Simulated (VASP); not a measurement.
# Sn (P6/mmm) in VASP: a series of runs, part 2 of 2

VASP 6.6.1.

### Step 3. Relaxation of cell and atoms, LDA

This run uses another cell than the first one, of 28.03 Å³/atom.

The input, INCAR:

```
SYSTEM = Sn
ALGO = Normal
EDIFF = 1E-6
EDIFFG = -0.01
ENCUT = 600
GGA = CA
IBRION = 2
ISIF = 3
ISMEAR = -1
LASPH = .True.
LCHARG = .False.
LREAL = .False.
LWAVE = .False.
NELM = 100
NSW = 80
PREC = Accurate
SIGMA = 0.1
```

The input, KPOINTS:

```
k-points
0
Gamma
  7 7 10
  0 0 0
```

The input, POSCAR:

```
Sn
1.0
    5.4109849790      0.0000000000      0.0000000000
   -2.7054924895      4.6860504513      0.0000000000
    0.0000000000      0.0000000000      3.3169337921
Sn
3
Direct
    0.0000000000      0.0000000000      0.0000000000
    0.3333333333      0.6666666667      0.5000000000
    0.6666666667      0.3333333333      0.5000000000
```

Potentials or basis: VASP PAW LDA potentials, release 64 (Sn_d).

On the command line:

```sh
$ cat potpaw_LDA.64/Sn_d/POTCAR > POTCAR
$ mpirun -np 1 vasp_std > vasp.out
```

OUTCAR:

```text
SYSTEM = Sn
   EDIFF = 1E-6
   EDIFFG = -0.01
   ENCUT = 600
   GGA = CA
   IBRION = 2
   ISIF = 3
   ISMEAR = -1
   LASPH = .True.
   LREAL = .False.
   NELM = 100
   NSW = 80
   PREC = Accurate

 ion  position               nearest neighbor table
   1  0.000  0.000  0.000-   2 3.54   3 3.54   2 3.54   3 3.54   2 3.54   2 3.54   3 3.54   3 3.54
                             3 3.54   3 3.54   2 3.54   2 3.54
   2  0.333  0.667  0.500-   3 3.12   3 3.12   3 3.12   1 3.54   1 3.54   1 3.54   1 3.54   1 3.54
                             1 3.54
   3  0.667  0.333  0.500-   2 3.12   2 3.12   2 3.12   1 3.54   1 3.54   1 3.54   1 3.54   1 3.54
                             1 3.54

  LATTYP: Found a hexagonal cell.
 ALAT       =     5.4109849790
 C/A-ratio  =     0.6130000000

  Lattice vectors:

 A1 = (   5.4109849790,   0.0000000000,   0.0000000000)
 A2 = (  -2.7054924895,   4.6860504513,   0.0000000000)
 A3 = (   0.0000000000,   0.0000000000,   3.3169337921)

Analysis of symmetry for initial positions (statically):
=====================================================================
 Subroutine PRICEL returns:
 Original cell was already a primitive cell.

 Routine SETGRP: Setting up the symmetry group for a
 hexagonal supercell.

 Subroutine GETGRP returns: Found 24 space group operations
 (whereof 24 operations were pure point group operations)
 out of a pool of 24 trial point group operations.

The static configuration has the point symmetry D_6h.

Analysis of symmetry for dynamics (positions and initial velocities):
=====================================================================
 Subroutine PRICEL returns:
 Original cell was already a primitive cell.

 Routine SETGRP: Setting up the symmetry group for a
 hexagonal supercell.

 Subroutine GETGRP returns: Found 24 space group operations
 (whereof 24 operations were pure point group operations)
 out of a pool of 24 trial point group operations.

The dynamic configuration has the point symmetry D_6h.

 Subroutine INISYM returns: Found 24 space group operations
 (whereof 24 operations are pure point group operations),
 and found     1 'primitive' translations

----------------------------------------------------------------------------------------

                                     Primitive cell

  volume of cell :      84.1047

  direct lattice vectors                    reciprocal lattice vectors
     5.410984979  0.000000000  0.000000000     0.184809236  0.106699662  0.000000000
    -2.705492490  4.686050451  0.000000000     0.000000000  0.213399324  0.000000000
     0.000000000  0.000000000  3.316933792     0.000000000  0.000000000  0.301483256

  length of vectors
     5.410984979  5.410984979  3.316933792     0.213399324  0.213399324  0.301483256

  position of ions in fractional coordinates (direct lattice)
     0.000000000  0.000000000  0.000000000
     0.333333333  0.666666667  0.500000000
     0.666666667  0.333333333  0.500000000

  ion indices of the primitive-cell ions
   primitive index   ion index
                 1           1
                 2           2
                 3           3

----------------------------------------------------------------------------------------
[... 51 lines left out ...]
 [... further k-points ...]
   k-points           NKPTS =     48   k-points in BZ     NKDIM =     48   number of bands    NBANDS=     25
   number of dos      NEDOS =    301   number of ions     NIONS =      3
   total plane-waves  NPLWV =  64512
   dimension x,y,z NGX =    48 NGY =   48 NGZ =   28
   dimension x,y,z NGXF=    96 NGYF=   96 NGZF=   56
   ions per type =               3
   NGX,Y,Z   is equivalent  to a cutoff of  14.75, 14.75, 14.03 a.u.
   NGXF,Y,Z  is equivalent  to a cutoff of  29.49, 29.49, 28.07 a.u.
 SYSTEM =  Sn
   PREC   = accura    normal or accurate (medium, high low for compatibility)
   ISTART =      0    job   : 0-new  1-cont  2-samecut
   ICHARG =      2    charge: 1-file 2-atom 10-const
   ISPIN  =      1    spin polarized calculation?
   LNONCOLLINEAR =      F non collinear calculations
   LSORBIT =      F    spin-orbit coupling
   LASPH  =      T    aspherical Exc in radial PAW
   ENCUT  =  600.0 eV  44.10 Ry    6.64 a.u.  10.81 10.81  6.62*2*pi/ulx,y,z
   NELM   =    100;   NELMIN=  2; NELMDL= -5     # of ELM steps
   EDIFF  = 0.1E-05   stopping-criterion for ELM
   LREAL  =      F    real-space projection
   EDIFFG = -.1E-01   stopping-criterion for IOM
   NSW    =     80    number of steps for IOM
   IBRION =      2    ionic relax: 0-MD 1-quasi-New 2-CG
   NFREE  =      1    steps in history (QN), initial steepest desc. (CG)
   ISIF   =      3    stress and relaxation
   ISYM   =      2    0-nonsym 1-usesym 2-fastsym
   POTIM  = 0.5000    time-step for ionic-motion
   TEBEG  =    0.0;   TEEND  =   0.0 temperature during run
   PSTRESS=    0.0 pullay stress
   NELECT =      42.0000    total number of electrons
   NUPDOWN=      -1.0000    fix difference up-down
   EMIN   =  10.00;   EMAX   =-10.00  energy-range for DOS
   EFERMI =   0.00;   METHOD = LEGACY
   ISMEAR =    -1;   SIGMA  =   0.10  broadening in eV -4-tet -1-fermi 0-gaus
   EFERMI_NEDOS =   21; number of points for ismear=-14 and -15
   IALGO  =     38    algorithm
   IMIX   =      4    mixing-type and parameters
     AMIX     =   0.40;   BMIX     =  1.00
     AMIX_MAG =   1.60;   BMIX_MAG =  1.00
  volume/ion in A,a.u.               =      28.03       189.19
  Fermi-wavevector in a.u.,A,eV,Ry     =   1.298827  2.454427 22.952361  1.686951
  Thomas-Fermi vector in A             =   2.430130
   LORBIT       =      0    0 simple, 1 ext, 2 COOP (PROOUT), +10 PAW based schemes
   GGA     = CA    functional components
   LHFCALC =     F    Hartree Fock is set to
   AEXX    =    0.0000 exact exchange contribution
   IVDW    =     0    specifies the selected vdW correction
   LEPSILON=     F    determine dielectric tensor
   LRPA    =     F    only Hartree local field effects (RPA)
 conjugate gradient relaxation of ions
 non-spin polarized calculation
  energy-cutoff  :      600.00
  volume of cell :       84.10
 maximum number of plane-waves:      2830
 NGX is ok and might be reduce to    48
   NGX = 21   NGY = 21   NGZ = 13

--------------------------------------- Ionic step        1  -------------------------------------------

 number of electron      42.0000011 magnetization

 Free energy of the ion-electron system (eV)
  ---------------------------------------------------
  ext. energy  EPLUGINS =         0.00000000
  ---------------------------------------------------
  free energy    TOTEN  =       -13.23357973 eV

  energy without entropy =      -13.17623625  energy(sigma->0) =      -13.20490799

------------------------ aborting loop because EDIFF is reached ----------------------------------------

  FORCE on cell =-STRESS in cart. coord.  units (eV):
  Direction    XX          YY          ZZ          XY          YZ          ZX
  --------------------------------------------------------------------------------------
  -------------------------------------------------------------------------------------
  Total       -2.1395718     -2.1395718     -2.2380630     -0.0000000      0.0000000     -0.0000000
  in kB      -40.7584209    -40.7584209    -42.6346591     -0.0000000      0.0000000     -0.0000000
  external PRESSURE =     -41.3838337 kB  Pullay stress =       0.0000000 kB
[... 135 lines left out ...]
--------------------------------------- Ionic step        5  -------------------------------------------

 number of electron      41.9999993 magnetization

 Free energy of the ion-electron system (eV)
  ---------------------------------------------------
  ext. energy  EPLUGINS =         0.00000000
  ---------------------------------------------------
  free energy    TOTEN  =       -13.33289576 eV

  energy without entropy =      -13.28139513  energy(sigma->0) =      -13.30714544

 E-fermi :   8.6023     XC(G=0): -10.8640

 val. band max:        8.5890275218   @ k =   0.2857   0.1429   0.3000
 cond. band min:       8.6133921043   @ k =   0.2857  -0.0000   0.2000
 fundamental gap:      0.0243645825
 Fermi energy:         8.6023428426

 k-point     1 :       0.0000    0.0000    0.0000
  band No.  band energies     occupation
      1     -13.0989      2.00000
      2     -12.9988      2.00000
      3     -12.9988      2.00000
      4     -12.9986      2.00000
      5     -12.9403      2.00000
      6     -12.9403      2.00000
[... 661 lines left out ...]
     24      10.7602      0.00000
     25      13.4895      0.00000

 [... further k-points ...]

------------------------ aborting loop because EDIFF is reached ----------------------------------------

  FORCE on cell =-STRESS in cart. coord.  units (eV):
  Direction    XX          YY          ZZ          XY          YZ          ZX
  --------------------------------------------------------------------------------------
  -------------------------------------------------------------------------------------
  Total        0.0000408      0.0000408     -0.0128867      0.0000000      0.0000000      0.0000000
  in kB        0.0008476      0.0008476     -0.2679213      0.0000000      0.0000000      0.0000000
  external PRESSURE =      -0.0887420 kB  Pullay stress =       0.0000000 kB
[... 18 lines left out ...]
  FREE ENERGIE OF THE ION-ELECTRON SYSTEM (eV)
  ---------------------------------------------------
  free  energy   TOTEN  =       -13.3328957585 eV

  energy  without entropy=      -13.2813951252  energy(sigma->0) =      -13.30714544

 reached required accuracy - stopping structural energy minimisation
```

OSZICAR:

```text
N       E                     dE             d eps       ncg     rms          rms(c)
DAV:   1     0.372732404545E+03    0.37273E+03   -0.23934E+04  2400   0.284E+03
DAV:   2     0.284982834078E+02   -0.34423E+03   -0.34172E+03  2408   0.565E+02
[... 37 lines left out ...]
   4 F= -.13332819E+02 E0= -.13307224E+02  d E =-.313301E-03
       N       E                     dE             d eps       ncg     rms          rms(c)
DAV:   1    -0.133342831914E+02   -0.14641E-02   -0.38936E-02  2836   0.157E+00    0.183E-01
DAV:   2    -0.133333846454E+02    0.89855E-03   -0.19560E-03  2883   0.678E-01    0.114E-01
DAV:   3    -0.133328808305E+02    0.50381E-03   -0.11941E-03  3060   0.457E-01    0.143E-02
DAV:   4    -0.133328960393E+02   -0.15209E-04   -0.23537E-04  2493   0.184E-01    0.882E-03
DAV:   5    -0.133328957585E+02    0.28085E-06   -0.85185E-06  2918   0.401E-02
   5 F= -.13332896E+02 E0= -.13307145E+02  d E =-.389900E-03
```

CONTCAR:

```text
Sn
   1.00000000000000
     5.2677252671152122    0.0000000000000000   -0.0000000000000000
    -2.6338626335576061    4.5619839014697323    0.0000000000000000
     0.0000000000000000    0.0000000000000000    3.2067782802870108
  Sn
     3
Direct
     0.0000000000000000    0.0000000000000000    0.0000000000000000
     0.3333333332999970    0.6666666667000030    0.5000000000000000
     0.6666666667000030    0.3333333332999970    0.5000000000000000

  0.00000000E+00  0.00000000E+00  0.00000000E+00
  0.00000000E+00  0.00000000E+00  0.00000000E+00
  0.00000000E+00  0.00000000E+00  0.00000000E+00
```

It took 2.6 min on 1 thread of Intel Xeon 6975P-C (Granite Rapids), shared host; peak memory 0.26 GiB.

What came out:

```
Free energy                           : -13.3329 eV
Relaxed volume                        : 25.69 Å³/atom
Relaxed cell                          : a = 5.268 Å, b = 5.268 Å, c = 3.207 Å, α = 90.00°, β = 90.00°, γ = 120.00°
Space group after relaxing (to 0.1 Å) : P6/mmm (No. 191)
Energy gained by relaxing             : 33.1 meV/atom
Ionic steps                           : 5
Pressure after relaxing               : 0.0 GPa
Band gap on the k mesh                : zero (bands 21 and 22 overlap by 4.67 eV)
```

The path:
| step | energy change (eV) | largest force (eV/Å) | pressure (GPa) | volume (Å³) |
| --- | --- | --- | --- | --- |
| 1 | 0.0000 | 0.0000 | -4.14 | 84.10 |
| 2 | -0.0935 | 0.0000 | 1.22 | 75.59 |
| 3 | -0.0989 | 0.0000 | 0.00 | 77.08 |
| 4 | -0.0992 | 0.0000 | 0.00 | 77.07 |
| 5 | -0.0993 | 0.0000 | -0.01 | 77.06 |

Final structure:
```
Sn
1.0
     5.26773    0.00000    0.00000
    -2.63386    4.56198    0.00000
     0.00000    0.00000    3.20678
Sn
3
Direct
  0.00000 0.00000 0.00000
  0.33333 0.66667 0.50000
  0.66667 0.33333 0.50000
```

Caveat: spin-orbit coupling is left out, which moves the levels of the heavy elements.

The gap in the log of VASP goes by the Fermi energy; the results here count the filled bands.